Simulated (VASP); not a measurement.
A run of VASP 6.6.1:

The input INCAR:

```
SYSTEM = BN
ALGO = Normal
EDIFF = 1E-6
ENCUT = 600
GGA = PE
GGA_COMPAT = .FALSE.
ISIF = 2
ISMEAR = 0
LASPH = .TRUE.
LCHARG = .FALSE.
LREAL = .FALSE.
LWAVE = .FALSE.
NBANDS = 11
NELM = 120
PREC = Accurate
SIGMA = 0.01
```

File KPOINTS:

```
k-points
0
G
  8 8 8
  0 0 0
```

File POSCAR:

```
BN
1.0
    0.0000000000      1.8130010000      1.8130010000
    1.8130010000      0.0000000000      1.8130010000
    1.8130010000      1.8130010000      0.0000000000
N B
1 1
Direct
    0.2500000000      0.2500000000      0.2500000000
    0.0000000000      0.0000000000      0.0000000000
```

Potentials or basis: VASP PAW PBE potentials, release 64 (N, B).

Command:

```sh
$ cat potpaw_PBE.64/N/POTCAR potpaw_PBE.64/B/POTCAR > POTCAR
$ mpirun -np 1 vasp_std > vasp.out
```

Hardware: 1 thread of Intel Xeon 8259CL, on a shared host.

Question: Estimate the wall time of this run.

Answer: Wall time 6.8 s on 1 thread of Intel Xeon 8259CL, with other jobs on the host, peak memory 0.12 GiB. Counts: scf iterations 12, k points 29.
